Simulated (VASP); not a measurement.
# Li (Cmce) in VASP: single point with r2SCAN+D3(BJ)

Aim: the single point of Li with r2SCAN+D3(BJ).

Program: VASP 6.6.1. These are calculated values, not measurements. Logs are shortened: lines on timing, memory, paths and dates and some standing lists are left out, and cuts for length are marked.

## 1. The cell of the first run

It takes space group Cmce (No. 64, orthorhombic). The conventional cell has a = 16.093 Å, b = 5.575 Å, c = 5.407 Å, α = 90.00°, β = 90.00°, γ = 90.00°. Within 3.6 Å of Li (site symmetry m) lie 12 Li at 2.70 to 3.41 Å. Li (site symmetry 1) has 10 Li at 2.78 to 3.41 Å within 3.7 Å.

## 2. Single point, r2SCAN+D3(BJ)

Contents of POSCAR:

```
Li
1.0
    8.0466170000     -2.7876780000      0.0000000000
    8.0466170000      2.7876780000      0.0000000000
    0.0000000000      0.0000000000      5.4068590000
Li
12
Direct
    0.7440470000      0.2559530000      0.0978090000
    0.2559530000      0.7440470000      0.9021910000
    0.7559530000      0.2440470000      0.5978090000
    0.2440470000      0.7559530000      0.4021910000
    0.0451790000      0.2819590000      0.2538710000
    0.2819590000      0.0451790000      0.7461290000
    0.7819590000      0.5451790000      0.7538710000
    0.5451790000      0.7819590000      0.2461290000
    0.9548210000      0.7180410000      0.7461290000
    0.7180410000      0.9548210000      0.2538710000
    0.2180410000      0.4548210000      0.2461290000
    0.4548210000      0.2180410000      0.7538710000
```

Contents of INCAR.step1:

```
SYSTEM = Li
ALGO     = Normal         ! electronic algorithm
EDIFF    = 1E-4           ! SCF threshold, eV
ENCUT    = 520            ! plane-wave cutoff, eV
GGA      = PE             ! functional
ISMEAR   = 0              ! smearing method
LASPH    = .True.         ! aspherical terms in the spheres
LCHARG   = .False.        ! write CHGCAR
LREAL    = .False.        ! projectors in reciprocal space
LWAVE    = .True.         ! write WAVECAR
NBANDS   = 30             ! bands
NELECT   = 37.0         
NELM     = 100            ! most SCF steps
PREC     = Accurate       ! precision mode
SIGMA    = 0.1            ! smearing width, eV
```

Contents of INCAR.step2:

```
SYSTEM = Li
ALGO     = Normal         ! electronic algorithm
EDIFF    = 1E-6           ! SCF threshold, eV
ENCUT    = 520            ! plane-wave cutoff, eV
ISIF     = 2              ! what is computed and relaxed
ISMEAR   = 0              ! smearing method
ISTART   = 1            
IVDW     = 12             ! dispersion correction
LASPH    = .True.         ! aspherical terms in the spheres
LCHARG   = .False.        ! write CHGCAR
LMIXTAU  = .True.       
LREAL    = .False.        ! projectors in reciprocal space
LWAVE    = .False.        ! write WAVECAR
METAGGA  = R2SCAN         ! meta-GGA
NBANDS   = 30             ! bands
NELECT   = 37.0         
NELM     = 100            ! most SCF steps
PREC     = Accurate       ! precision mode
SIGMA    = 0.1            ! smearing width, eV
VDW_A1   = 0.49484001   
VDW_A2   = 5.73083694   
VDW_S6   = 1.0          
VDW_S8   = 0.78981345
```

Contents of KPOINTS:

```
k-points
0
Gamma
  5 5 5
  0 0 0
```

Potentials or basis: VASP PAW PBE potentials, release 64 (Li_sv).

Started as:

```bash
$ cat potpaw_PBE.64/Li_sv/POTCAR > POTCAR
$ cp INCAR.step1 INCAR
$ mpirun -np 1 vasp_std > vasp.out
$ cp INCAR.step2 INCAR
$ mpirun -np 1 vasp_std > vasp.out
```

OUTCAR:

```text
SYSTEM = Li
   EDIFF = 1E-6
   ENCUT = 520
   ISIF = 2
   ISMEAR = 0
   ISTART = 1
   IVDW = 12
   LASPH = .True.
   LREAL = .False.
   METAGGA = R2SCAN
   NELECT = 37.0
   NELM = 100
   PREC = Accurate
 IVDW          = 12

 ion  position               nearest neighbor table
   1  0.744  0.256  0.098-
   2  0.256  0.744  0.902-
   3  0.756  0.244  0.598-
   4  0.244  0.756  0.402-
   5  0.045  0.282  0.254-
   6  0.282  0.045  0.746-
   7  0.782  0.545  0.754-
   8  0.545  0.782  0.246-
   9  0.955  0.718  0.746-
  10  0.718  0.955  0.254-
  11  0.218  0.455  0.246-
  12  0.455  0.218  0.754-

  LATTYP: Found a base centered orthorhombic cell.
 ALAT       =     5.5753560000
 B/A-ratio  =     2.8864944230
 C/A-ratio  =     0.9697782527

  Lattice vectors:

 A1 = (  -8.0466170000,  -2.7876780000,   0.0000000000)
 A2 = (   8.0466170000,  -2.7876780000,   0.0000000000)
 A3 = (   0.0000000000,   0.0000000000,   5.4068590000)

Analysis of symmetry for initial positions (statically):
=====================================================================
 Subroutine PRICEL returns:
 Original cell was already a primitive cell.

 Routine SETGRP: Setting up the symmetry group for a
 base centered orthorhombic supercell.

 Subroutine GETGRP returns: Found  8 space group operations
 (whereof  4 operations were pure point group operations)
 out of a pool of  8 trial point group operations.

The static configuration has the point symmetry C_2h.
 The point group associated with its full space group is D_2h.

Analysis of symmetry for dynamics (positions and initial velocities):
=====================================================================
 Subroutine PRICEL returns:
 Original cell was already a primitive cell.

 Routine SETGRP: Setting up the symmetry group for a
 base centered orthorhombic supercell.

 Subroutine GETGRP returns: Found  8 space group operations
 (whereof  4 operations were pure point group operations)
 out of a pool of  8 trial point group operations.

The dynamic configuration has the point symmetry C_2h.
 The point group associated with its full space group is D_2h.

 Subroutine INISYM returns: Found  8 space group operations
 (whereof  4 operations are pure point group operations),
 and found     1 'primitive' translations

----------------------------------------------------------------------------------------

                                     Primitive cell

  volume of cell :     242.5666

  direct lattice vectors                    reciprocal lattice vectors
     8.046617000 -2.787678000  0.000000000     0.062137915 -0.179360744  0.000000000
     8.046617000  2.787678000  0.000000000     0.062137915  0.179360744  0.000000000
     0.000000000  0.000000000  5.406859000     0.000000000  0.000000000  0.184950264

  length of vectors
     8.515820206  8.515820206  5.406859000     0.189819380  0.189819380  0.184950264

  position of ions in fractional coordinates (direct lattice)
     0.744047000  0.255953000  0.097809000
     0.255953000  0.744047000  0.902191000
     0.755953000  0.244047000  0.597809000
     0.244047000  0.755953000  0.402191000
     0.045179000  0.281959000  0.253871000
     0.281959000  0.045179000  0.746129000
     0.781959000  0.545179000  0.753871000
     0.545179000  0.781959000  0.246129000
     0.954821000  0.718041000  0.746129000
     0.718041000  0.954821000  0.253871000
     0.218041000  0.454821000  0.246129000
     0.454821000  0.218041000  0.753871000

  ion indices of the primitive-cell ions
   primitive index   ion index
                 1           1
                 2           2
                 3           3
                 4           4
                 5           5
                 6           6
                 7           7
                 8           8
                 9           9
                10          10
                11          11
                12          12

----------------------------------------------------------------------------------------

 KPOINTS: k-points

Automatic generation of k-mesh.
 Grid dimensions read from file:
 generate k-points for:    5    5    5

 Generating k-lattice:

  Cartesian coordinates                     Fractional coordinates (reciprocal lattice)
     0.012427583 -0.035872149  0.000000000     0.200000000  0.000000000  0.000000000
     0.012427583  0.035872149  0.000000000     0.000000000  0.200000000  0.000000000
     0.000000000  0.000000000  0.036990053     0.000000000  0.000000000  0.200000000

  Length of vectors
     0.037963876  0.037963876  0.036990053

  Shift w.r.t. Gamma in fractional coordinates (k-lattice)
     0.000000000  0.000000000  0.000000000

 Subroutine IBZKPT returns following result:
 ===========================================

 Found     27 irreducible k-points:

 Following reciprocal coordinates:
            Coordinates               Weight
  0.000000  0.000000  0.000000      1.000000
  0.200000  0.000000  0.000000      4.000000
  0.400000  0.000000  0.000000      4.000000
  0.200000  0.200000  0.000000      2.000000
  0.400000  0.200000  0.000000      4.000000
 -0.400000  0.200000  0.000000      4.000000
[... 16 lines left out ...]
  0.400000  0.200000  0.400000      8.000000
 -0.400000  0.200000  0.400000      8.000000
 [... further k-points ...]
   k-points           NKPTS =     27   k-points in BZ     NKDIM =     27   number of bands    NBANDS=     30
   number of dos      NEDOS =    301   number of ions     NIONS =     12
   total plane-waves  NPLWV = 163840
   dimension x,y,z NGX =    64 NGY =   64 NGZ =   40
   dimension x,y,z NGXF=   128 NGYF=  128 NGZF=   80
   ions per type =              12
   NGX,Y,Z   is equivalent  to a cutoff of  12.49, 12.49, 12.30 a.u.
   NGXF,Y,Z  is equivalent  to a cutoff of  24.99, 24.99, 24.60 a.u.
 SYSTEM =  Li
   PREC   = accura    normal or accurate (medium, high low for compatibility)
   ISTART =      1    job   : 0-new  1-cont  2-samecut
   ICHARG =      0    charge: 1-file 2-atom 10-const
   ISPIN  =      1    spin polarized calculation?
   LNONCOLLINEAR =      F non collinear calculations
   LSORBIT =      F    spin-orbit coupling
   LASPH  =      T    aspherical Exc in radial PAW
   ENCUT  =  520.0 eV  38.22 Ry    6.18 a.u.  15.83 15.83 10.05*2*pi/ulx,y,z
   NELM   =    100;   NELMIN=  2; NELMDL=  0     # of ELM steps
   EDIFF  = 0.1E-05   stopping-criterion for ELM
   LREAL  =      F    real-space projection
   EDIFFG = 0.1E-04   stopping-criterion for IOM
   NSW    =      0    number of steps for IOM
   IBRION =     -1    ionic relax: 0-MD 1-quasi-New 2-CG
   NFREE  =      0    steps in history (QN), initial steepest desc. (CG)
   ISIF   =      2    stress and relaxation
   ISYM   =      2    0-nonsym 1-usesym 2-fastsym
   POTIM  = 0.5000    time-step for ionic-motion
   TEBEG  =    0.0;   TEEND  =   0.0 temperature during run
   PSTRESS=    0.0 pullay stress
   NELECT =      37.0000    total number of electrons
   NUPDOWN=      -1.0000    fix difference up-down
   EMIN   =  10.00;   EMAX   =-10.00  energy-range for DOS
   EFERMI =   0.00;   METHOD = LEGACY
   ISMEAR =     0;   SIGMA  =   0.10  broadening in eV -4-tet -1-fermi 0-gaus
   EFERMI_NEDOS =   21; number of points for ismear=-14 and -15
   IALGO  =     38    algorithm
   IMIX   =      4    mixing-type and parameters
     AMIX     =   0.40;   BMIX     =  1.00
     AMIX_MAG =   1.60;   BMIX_MAG =  1.00
  volume/ion in A,a.u.               =      20.21       136.41
  Fermi-wavevector in a.u.,A,eV,Ry     =   0.874712  1.652966 10.410104  0.765121
  Thomas-Fermi vector in A             =   1.994281
   LORBIT       =      0    0 simple, 1 ext, 2 COOP (PROOUT), +10 PAW based schemes
   METAGGA = R2SCAN    functional components
   LHFCALC =     F    Hartree Fock is set to
   AEXX    =    0.0000 exact exchange contribution
   IVDW    =    12    specifies the selected vdW correction
   LEPSILON=     F    determine dielectric tensor
   LRPA    =     F    only Hartree local field effects (RPA)
 non-spin polarized calculation
 Gauss-broadening in eV      SIGMA  =   0.10
  energy-cutoff  :      520.00
  volume of cell :      242.57
 maximum number of plane-waves:      6550
   NGX = 31   NGY = 31   NGZ = 21

 number of electron      37.0000043 magnetization

 Free energy of the ion-electron system (eV)
  ---------------------------------------------------
  ext. energy  EPLUGINS =         0.00000000
  ---------------------------------------------------
  free energy    TOTEN  =       -27.32693291 eV

  energy without entropy =      -27.30216885  energy(sigma->0) =      -27.31455088

 E-fermi :   0.6497     XC(G=0):  -7.6077

 val. band max:        0.6344419688   @ k =  -0.4000   0.2000   0.2000
 cond. band min:       0.6731629430   @ k =  -0.2000   0.2000   0.4000
 fundamental gap:      0.0387209742
 Fermi energy:         0.6497123834

 k-point     1 :       0.0000    0.0000    0.0000
  band No.  band energies     occupation
      1     -47.6078      2.00000
      2     -47.5977      2.00000
      3     -47.5931      2.00000
      4     -47.5843      2.00000
      5     -47.5835      2.00000
      6     -47.5817      2.00000
[... 22 lines left out ...]
     29       5.1709      0.00000
     30       5.2671      0.00000

 k-point     2 :       0.2000    0.0000    0.0000
  band No.  band energies     occupation
      1     -47.6056      2.00000
      2     -47.5959      2.00000
      3     -47.5918      2.00000
      4     -47.5866      2.00000
      5     -47.5830      2.00000
      6     -47.5819      2.00000
[... 718 lines left out ...]
 k-point    24 :      -0.4000    0.2000    0.4000
  band No.  band energies     occupation
      1     -47.5958      2.00000
      2     -47.5922      2.00000
      3     -47.5903      2.00000
      4     -47.5880      2.00000
      5     -47.5870      2.00000
      6     -47.5839      2.00000
[... 22 lines left out ...]
     29       6.1806      0.00000
     30       6.5853      0.00000

 [... further k-points ...]

------------------------ aborting loop because EDIFF is reached ----------------------------------------

 Edisp (eV)   -0.96072

 E8    (eV) :    -0.3105

  FORCE on cell =-STRESS in cart. coord.  units (eV):
  Direction    XX          YY          ZZ          XY          YZ          ZX
  --------------------------------------------------------------------------------------
  -------------------------------------------------------------------------------------
  Total       0.46508     2.96424     2.51350     0.00000     0.00000     0.00000
  in kB       3.07189    19.57911    16.60190     0.00000     0.00000     0.00000
  external pressure =       13.08 kB  Pullay stress =        0.00 kB

 VOLUME and BASIS-vectors are now :
 -----------------------------------------------------------------------------
  energy-cutoff  :      520.00
  volume of cell :      242.57
      direct lattice vectors                 reciprocal lattice vectors
     8.046617000 -2.787678000  0.000000000     0.062137915 -0.179360744  0.000000000
     8.046617000  2.787678000  0.000000000     0.062137915  0.179360744  0.000000000
     0.000000000  0.000000000  5.406859000     0.000000000  0.000000000  0.184950264

 POSITION                                       TOTAL-FORCE (eV/Angst)
 -----------------------------------------------------------------------------------
      8.04662     -1.36065      0.52884         0.000000      0.028407     -0.029976
      8.04662      1.36065      4.87802         0.000000     -0.028407      0.029976
      8.04662     -1.42703      3.23227         0.000000     -0.028407     -0.029976
      8.04662      1.42703      2.17459         0.000000      0.028407      0.029976
      2.63235      0.66007      1.37264         0.002446     -0.025803     -0.041775
      2.63235     -0.66007      4.03421         0.002446      0.025803      0.041775
     10.67897     -0.66007      4.07607         0.002446      0.025803     -0.041775
     10.67897      0.66007      1.33078         0.002446     -0.025803      0.041775
     13.46088     -0.66007      4.03421        -0.002446      0.025803      0.041775
     13.46088      0.66007      1.37264        -0.002446     -0.025803     -0.041775
      5.41426      0.66007      1.33078        -0.002446     -0.025803      0.041775
      5.41426     -0.66007      4.07607        -0.002446      0.025803     -0.041775
 -----------------------------------------------------------------------------------
    total drift:                                0.000000     -0.000000      0.000000

  FREE ENERGIE OF THE ION-ELECTRON SYSTEM (eV)
  ---------------------------------------------------
  free  energy   TOTEN  =       -28.2876488882 eV

  energy  without entropy=      -28.2628848210  energy(sigma->0) =      -28.27526685
```

It took 17 min on 1 thread of AMD EPYC 9R14 (Zen 4), shared host; peak memory 0.45 GiB.

Results:

```yaml
Free_energy: -28.2876 eV
Largest_force: 0.049 eV/Å
Dispersion_energy_per_atom: -0.080 eV
```

Forces in eV/Å, atoms in the order of the input:
```
Li   0.000  0.028 -0.030
Li   0.000 -0.028  0.030
Li   0.000 -0.028 -0.030
Li   0.000  0.028  0.030
Li   0.002 -0.026 -0.042
Li   0.002  0.026  0.042
Li   0.002  0.026 -0.042
Li   0.002 -0.026  0.042
Li  -0.002  0.026  0.042
Li  -0.002 -0.026 -0.042
Li  -0.002 -0.026  0.042
Li  -0.002  0.026 -0.042
```

Caveat: the cell carries a net charge on a neutralising background, which shifts energy and pressure; the cell is charged against a uniform background, so pressure and absolute levels hang on convention; the cutoff is under 1.25 times the usual one of these potentials, so pressure, stress and relaxed cells hold a basis-set (Pulay) error; the PAW data sets were made with another functional, which shifts forces and pressure a little; pairwise dispersion overbinds metals, which lowers pressure and volume.
